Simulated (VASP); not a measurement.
# In2BiP: single point with PBE

The system is In2BiP.

```xyz
4
Lattice="4.5978 0.0000 0.0000 0.0000 4.5978 0.0000 0.0000 0.0000 6.5762" Properties=species:S:1:pos:R:3 pbc="T T T"
P     0.0000    0.0000    0.0000
In    0.0000    2.2989    5.1432
In    2.2989    0.0000    1.4330
Bi    2.2989    2.2989    3.2881
```

This cell differs from its parent crystal: volume changed by +6%.

```
Program             : VASP 6.6.1
Task                : single point
Functional          : PBE
Potentials or basis : VASP PAW PBE potentials, release 64 (P, In_d, Bi_d)
Cutoff              : 520 eV
k mesh              : 6 × 6 × 4
Occupations         : fermi-dirac, width 0.02 eV
Spin                : no spin polarisation
```

```json
{"Pressure": "-2.1 GPa", "Largest force": "0.022 eV/Å", "Band gap on the k mesh": "zero (band 23 reaches 4.18 eV, above the bottom of band 24 at 4.13 eV)"}
```

Forces on the atoms (eV/Å):
```
P    0.000  0.000  0.000
In   0.000  0.000 -0.022
In   0.000  0.000  0.022
Bi   0.000  0.000  0.000
```

Levels at points of the mesh, in eV from the Fermi level:
```tsv
k point	band 20	band 21	band 22	band 23	band 24	band 25	band 26	band 27
(0.00, 0.00, 0.00)	-2.32	-1.51	-0.30	0.03	0.03	1.27	1.42	3.22
(0.50, 0.00, 0.00)	-2.61	-2.44	-1.77	-0.33	1.20	2.11	3.69	3.82
(0.50, 0.50, 0.00)	-2.38	-2.11	-2.11	-1.81	0.73	1.43	1.43	1.89
(0.00, 0.00, 0.50)	-2.04	-2.04	-0.67	-0.67	1.04	1.62	2.35	2.40
(0.50, 0.00, 0.50)	-1.75	-1.11	-1.05	-0.25	-0.02	0.26	3.59	3.73
(0.50, 0.50, 0.50)	-2.60	-2.60	-2.60	-2.46	2.92	2.92	3.76	3.76
```

Run time: 40 s on 1 thread of Intel(R) Xeon(R) 6975P-C (Granite Rapids), on a shared host, peak memory 0.31 GiB.

Caveat: spin-orbit coupling is left out, which moves the levels of the heavy elements.
